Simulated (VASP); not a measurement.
A run of VASP 6.6.1:

INCAR

```
SYSTEM = Pt
  PREC = Accurate
  ENCUT = 520
  EDIFF = 1E-6
  ISMEAR = 0
  SIGMA = 0.15
  LREAL = .False.
  LASPH = .True.
  NELM = 60
  ALGO = Fast
  ISIF = 2
  LWAVE = .False.
  LCHARG = .True.
  GGA = PE
  LELF = .True.
  LVHAR = .True.
  NBANDS = 17
```

Contents of KPOINTS:

```
regular mesh
0
Gamma
  18 18 10
  0 0 0
```

File POSCAR:

```
Pt
1.0
    2.8964665954      0.0000000000      0.0000000000
   -1.4482332977      2.0306205761      0.0000000000
    0.0000000000      0.0000000000      4.7813829983
Pt
2
Direct
    0.6666666667      0.3333333333      0.7500000000
    0.3333333333      0.6666666667      0.2500000000
```

Potentials or basis: VASP PAW PBE potentials, release 64 (Pt).

The run is started by

```sh
$ cat potpaw_PBE.64/Pt/POTCAR > POTCAR
$ mpirun -np 1 vasp_std > vasp.out
```

Hardware: 1 thread of Intel(R) Xeon(R) Platinum 8488C (Sapphire Rapids), with other jobs on the host.

Q: Estimate the wall time of this run.

A: It took 3.5 min on 1 thread of Intel(R) Xeon(R) Platinum 8488C (Sapphire Rapids), with other jobs on the host, peak memory 0.33 GiB. Counts: scf iterations 13, k points 546.
